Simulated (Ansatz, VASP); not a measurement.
# Two plane-wave programs on BN

```xyz
4
Lattice="2.5539 0.0000 0.0000 -1.2770 2.2118 0.0000 0.0000 0.0000 4.2269" Properties=species:S:1:pos:R:3 pbc="T T T"
B     1.2063    0.6665    4.2257
B    -0.0707    1.4038    2.1123
N     1.2770    0.7373    2.6430
N     0.0000    1.4745    0.5295
```

Change from the starting cell: all B atoms moved -0.100 Å, as atom 1 along Cartesian [1 1 0].

Alike in both runs: task single point; functional r2SCAN; k mesh 12 × 12 × 6; occupations gaussian, width 0.05 eV; no spin polarisation.

|  | VASP | Ansatz |
| --- | --- | --- |
| version | VASP 6.6.1 | Ansatz 0.2.0 |
| potentials or method | VASP PAW PBE potentials, release 64 (B, N), cutoff 520 eV | scalar-relativistic, plane waves, PAW |
| valence electrons in the cell | 16 | 16 |

```tsv
	VASP	Ansatz	Ansatz less VASP
gap on the k mesh at the Fermi level (eV)	5.18	5.21	+0.028
least direct gap on the mesh (eV)	8.26	8.27	+0.018
pressure (GPa)	-0.8	-1.8	-1.01
traceless stress, the component that is largest in VASP (GPa)	-2.29	-2.32	-0.025
rms of the force components (eV/Å)	1.421	1.420	-0.0014
```

VASP's potentials were made for PBE, not for r2SCAN. Atom by atom the forces differ by 0.002 eV/Å (rms over components).
